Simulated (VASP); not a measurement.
# BeSe (F-43m) in VASP: elastic constants with r2SCAN

Aim: the elastic constants of BeSe with r2SCAN.

All numbers are computed with VASP 6.6.1; they aren't measurements. Logs are shortened: lines on timing, memory, paths and dates and some standing lists are left out, and cuts for length are marked.

**1. The cell of the first run**

It takes space group F-43m (No. 216, cubic). The conventional cell has a = 5.162 Å, b = 5.162 Å, c = 5.162 Å, α = 90.00°, β = 90.00°, γ = 90.00°. Be (site symmetry -43m) has 4 Se at 2.24 Å within 3.0 Å. Within 3.0 Å of Se (site symmetry -43m) lie 4 Be at 2.24 Å.

**2. Elastic constants, r2SCAN**

The input, INCAR:

```
SYSTEM = BeSe
  ALGO = Normal
  EDIFF = 1E-8
  ENCUT = 660
  GGA_COMPAT = .False.
  IBRION = 6
  ISIF = 3
  ISMEAR = 0
  LASPH = .True.
  LCHARG = .False.
  LMIXTAU = .True.
  LREAL = .False.
  LWAVE = .False.
  METAGGA = R2SCAN
  NELM = 120
  NFREE = 2
  NSW = 1
  POTIM = 0.015
  PREC = Accurate
  SIGMA = 0.01
```

The input, KPOINTS:

```
k-points
0
Gamma
  8 8 8
  0 0 0
```

The input, POSCAR:

```
BeSe
1.0
    0.0000000000      2.5810272988      2.5810272988
    2.5810272988      0.0000000000      2.5810272988
    2.5810272988      2.5810272988      0.0000000000
Be Se
1 1
Direct
    0.0000000000      0.0000000000      0.0000000000
    0.2500000000      0.2500000000      0.2500000000
```

Potentials or basis: VASP PAW PBE potentials, release 64 (Be, Se).

Run with:

```sh
$ cat potpaw_PBE.64/Be/POTCAR potpaw_PBE.64/Se/POTCAR > POTCAR
$ mpirun -np 1 vasp_std > vasp.out
```

OUTCAR:

```text
SYSTEM = BeSe
   EDIFF = 1E-8
   ENCUT = 660
   IBRION = 6
   ISIF = 3
   ISMEAR = 0
   LASPH = .True.
   LREAL = .False.
   METAGGA = R2SCAN
   NELM = 120
   NFREE = 2
   NSW = 1
   POTIM = 0.015
   PREC = Accurate

 ion  position               nearest neighbor table
   1  0.000  0.000  0.000-   2 2.24   2 2.24   2 2.24   2 2.24
   2  0.250  0.250  0.250-   1 2.24   1 2.24   1 2.24   1 2.24

  LATTYP: Found a face centered cubic cell.
 ALAT       =     5.1620545976

  Lattice vectors:

 A1 = (   0.0000000000,   2.5810272988,   2.5810272988)
 A2 = (   2.5810272988,   0.0000000000,   2.5810272988)
 A3 = (   2.5810272988,   2.5810272988,   0.0000000000)

Analysis of symmetry for initial positions (statically):
=====================================================================
 Subroutine PRICEL returns:
 Original cell was already a primitive cell.

 Routine SETGRP: Setting up the symmetry group for a
 face centered cubic supercell.

 Subroutine GETGRP returns: Found 24 space group operations
 (whereof 24 operations were pure point group operations)
 out of a pool of 48 trial point group operations.

The static configuration has the point symmetry T_d .

Analysis of symmetry for dynamics (positions and initial velocities):
=====================================================================
 Subroutine PRICEL returns:
 Original cell was already a primitive cell.

 Routine SETGRP: Setting up the symmetry group for a
 face centered cubic supercell.

 Subroutine GETGRP returns: Found 24 space group operations
 (whereof 24 operations were pure point group operations)
 out of a pool of 48 trial point group operations.

The dynamic configuration has the point symmetry T_d .

 Subroutine INISYM returns: Found 24 space group operations
 (whereof 24 operations are pure point group operations),
 and found     1 'primitive' translations

----------------------------------------------------------------------------------------

                                     Primitive cell

  volume of cell :      34.3881

  direct lattice vectors                    reciprocal lattice vectors
     0.000000000  2.581027299  2.581027299    -0.193721314  0.193721314  0.193721314
     2.581027299  0.000000000  2.581027299     0.193721314 -0.193721314  0.193721314
     2.581027299  2.581027299  0.000000000     0.193721314  0.193721314 -0.193721314

  length of vectors
     3.650123811  3.650123811  3.650123811     0.335535158  0.335535158  0.335535158

  position of ions in fractional coordinates (direct lattice)
     0.000000000  0.000000000  0.000000000
     0.250000000  0.250000000  0.250000000

  ion indices of the primitive-cell ions
   primitive index   ion index
                 1           1
                 2           2

----------------------------------------------------------------------------------------

 KPOINTS: k-points

Automatic generation of k-mesh.
 Grid dimensions read from file:
 generate k-points for:    8    8    8

 Generating k-lattice:

  Cartesian coordinates                     Fractional coordinates (reciprocal lattice)
    -0.024215164  0.024215164  0.024215164     0.125000000  0.000000000  0.000000000
     0.024215164 -0.024215164  0.024215164     0.000000000  0.125000000  0.000000000
     0.024215164  0.024215164 -0.024215164     0.000000000  0.000000000  0.125000000

  Length of vectors
     0.041941895  0.041941895  0.041941895

[... 99 lines left out ...]
  ---------------------------------------------------
  free energy    TOTEN  =       -20.52989679 eV

  energy without entropy =      -20.52989679  energy(sigma->0) =      -20.52989679

------------------------ aborting loop because EDIFF is reached ----------------------------------------

  FORCE on cell =-STRESS in cart. coord.  units (eV):
  Direction    XX          YY          ZZ          XY          YZ          ZX
  --------------------------------------------------------------------------------------
  -------------------------------------------------------------------------------------
  Total        0.0531652      0.0531652      0.0531652      0.0000000      0.0000000     -0.0000000
  in kB        2.4770249      2.4770249      2.4770249      0.0000000      0.0000000     -0.0000000
  external PRESSURE =       2.4770249 kB  Pullay stress =       0.0000000 kB
[... 89 lines left out ...]
  FREE ENERGIE OF THE ION-ELECTRON SYSTEM (eV)
  ---------------------------------------------------
  free  energy   TOTEN  =       -20.5257931128 eV

  energy  without entropy=      -20.5257931128  energy(sigma->0) =      -20.52579311

 E-fermi :   3.2889     XC(G=0):  -9.8739

 val. band max:        3.2140657362   @ k =   0.0000   0.0000   0.0000
 cond. band min:       6.1780244741   @ k =   0.5000   0.5000   0.0000
 fundamental gap:      2.9639587379
 Fermi energy:         3.2889385538

 k-point     1 :       0.0000    0.0000    0.0000
  band No.  band energies     occupation
      1     -11.2050      2.00000
      2       3.1311      2.00000
      3       3.1311      2.00000
      4       3.2141      2.00000
      5       8.3198      0.00000
      6       8.7328      0.00000
      7       8.7576      0.00000
      8       8.7576      0.00000
[... 243 lines left out ...]
 k-point    24 :      -0.3750    0.2500    0.1250
  band No.  band energies     occupation
      1      -9.5251      2.00000
      2      -2.2226      2.00000
      3       0.2385      2.00000
      4       1.2365      2.00000
      5       9.1866      0.00000
      6       9.4178      0.00000
      7      12.2951      0.00000
      8      13.6075      0.00000

 [... further k-points ...]

[... ionic steps 4 to 14 ...]

--------------------------------------- Ionic step       15  -------------------------------------------

 number of electron       8.0000000 magnetization

------------------------ aborting loop because EDIFF is reached ----------------------------------------
[... 67 lines left out ...]
--------------------------------------- Ionic step       17  -------------------------------------------

 number of electron       8.0000000 magnetization

 Free energy of the ion-electron system (eV)
  ---------------------------------------------------
  ext. energy  EPLUGINS =         0.00000000
  ---------------------------------------------------
  free energy    TOTEN  =       -20.52907579 eV

  energy without entropy =      -20.52907579  energy(sigma->0) =      -20.52907579

 E-fermi :   3.1359     XC(G=0):  -9.8096

 val. band max:        3.0633202397   @ k =   0.0000   0.0000   0.0000
 cond. band min:       6.1371853086   @ k =   0.5000   0.5000   0.0000
 fundamental gap:      3.0738650689
 Fermi energy:         3.1359281602

 k-point     1 :       0.0000    0.0000    0.0000
  band No.  band energies     occupation
      1     -11.2480      2.00000
      2       2.9639      2.00000
      3       3.0149      2.00000
      4       3.0633      2.00000
      5       8.0560      0.00000
      6       8.5843      0.00000
      7       8.6076      0.00000
      8       8.6331      0.00000
[... 282 lines left out ...]
  FREE ENERGIE OF THE ION-ELECTRON SYSTEM (eV)
  ---------------------------------------------------
  free  energy   TOTEN  =       -20.5290757898 eV

  energy  without entropy=      -20.5290757898  energy(sigma->0) =      -20.52907579

 INTERNAL STRAIN TENSORS FROM STRAINED CELLS
 ============================================

 INTERNAL STRAIN TENSOR FOR ION    1 for displacements in x,y,z  (eV/Angst):
          X           Y           Z          XY          YZ          ZX
  --------------------------------------------------------------------------------
  x     0.00000    -0.00000     0.00000     0.00000     3.87330     0.00000
  y    -0.00000    -0.00000     0.00000     0.00000     0.00000     3.87326
  z    -0.00000    -0.00000    -0.00000     3.87392    -0.00000     0.00000

 INTERNAL STRAIN TENSORS FROM DISPLACED ATOMS
 ============================================

 INTERNAL STRAIN TENSOR FOR ION    1 for displacements in x,y,z  (eV/Angst):
          X           Y           Z          XY          YZ          ZX
  --------------------------------------------------------------------------------
  x     0.00000     0.00000     0.00000     0.00000     3.86988     0.00000
  y     0.00000     0.00000     0.00000     0.00000     0.00000     3.86988
  z     0.00000     0.00000     0.00000     3.86988     0.00000     0.00000

 INTERNAL STRAIN TENSOR FOR ION    2 for displacements in x,y,z  (eV/Angst):
          X           Y           Z          XY          YZ          ZX
  --------------------------------------------------------------------------------
  x     0.00000     0.00000     0.00000     0.00000    -3.86974     0.00000
  y     0.00000     0.00000     0.00000     0.00000     0.00000    -3.86974
  z     0.00000     0.00000     0.00000    -3.86974     0.00000     0.00000

 Eigenvectors and eigenvalues of the dynamical matrix
 ----------------------------------------------------

   1 f  =   14.854538 THz    93.333817 2PiTHz  495.494065 cm-1    61.433407 meV
             X         Y         Z           dx          dy          dz
      0.000000  0.000000  0.000000    -0.000000    0.000000   -0.947411
      1.290514  1.290514  1.290514    -0.000000    0.000000    0.320019
[... 21 lines left out ...]
   6 f/i=    0.000976 THz     0.006133 2PiTHz    0.032560 cm-1     0.004037 meV
             X         Y         Z           dx          dy          dz
      0.000000  0.000000  0.000000    -0.315717    0.051256   -0.010361
      1.290514  1.290514  1.290514    -0.934677    0.151743   -0.030673

--------------------------------------------------------------------------------------------------------

 ELASTIC MODULI CONTR FROM IONIC RELAXATION (kBar)
 Direction    XX          YY          ZZ          XY          YZ          ZX
 --------------------------------------------------------------------------------
 XX          -0.0000     -0.0000     -0.0000      0.0000      0.0000      0.0000
 YY          -0.0000     -0.0000     -0.0000      0.0000      0.0000      0.0000
 ZZ          -0.0000     -0.0000     -0.0000      0.0000      0.0000      0.0000
 XY           0.0000      0.0000      0.0000    -95.5461     -0.0000      0.0000
 YZ           0.0000      0.0000      0.0000     -0.0000    -95.5461      0.0000
 ZX           0.0000      0.0000      0.0000      0.0000      0.0000    -95.5461
 --------------------------------------------------------------------------------

 TOTAL ELASTIC MODULI (kBar)
 Direction    XX          YY          ZZ          XY          YZ          ZX
 --------------------------------------------------------------------------------
 XX        1353.3971    537.1343    537.1343     -0.0000      0.0000      0.0000
 YY         537.1343   1353.3971    537.1343      0.0000      0.0000      0.0000
 ZZ         537.1343    537.1343   1353.3971      0.0000      0.0000     -0.0000
 XY          -0.0000      0.0000      0.0000    705.2631     -0.0000      0.0000
 YZ           0.0000      0.0000      0.0000     -0.0000    705.2631      0.0000
 ZX           0.0000      0.0000     -0.0000      0.0000      0.0000    705.2631
 --------------------------------------------------------------------------------
```

It took 29 min on 1 thread of AMD EPYC 9R45 (Zen 5), shared host; peak memory 0.25 GiB.

What came out:

```
Elastic constants C11, C12, C44                         : 135, 54, 71 GPa
Voigt bulk modulus                                      : 81 GPa
Highest phonon frequency at Γ, LO-TO splitting left out : 495 cm⁻¹
```

Phonon frequencies in cm⁻¹ (negative: imaginary):
```csv
q point,frequencies
"(0.000, 0.000, 0.000)",0 0 0 495 495 495
```

Elastic tensor in Voigt notation (GPa, in the Cartesian axes of the cell as first typed):
```
135  54  54   0   0   0
 54 135  54   0   0   0
 54  54 135   0   0   0
  0   0   0  71   0   0
  0   0   0   0  71   0
  0   0   0   0   0  71
```

Clamped-ion elastic tensor (GPa):
```
135  54  54   0   0   0
 54 135  54   0   0   0
 54  54 135   0   0   0
  0   0   0  80   0   0
  0   0   0   0  80   0
  0   0   0   0   0  80
```

Caveat: the PAW data sets were made with another functional, which shifts forces and pressure a little.
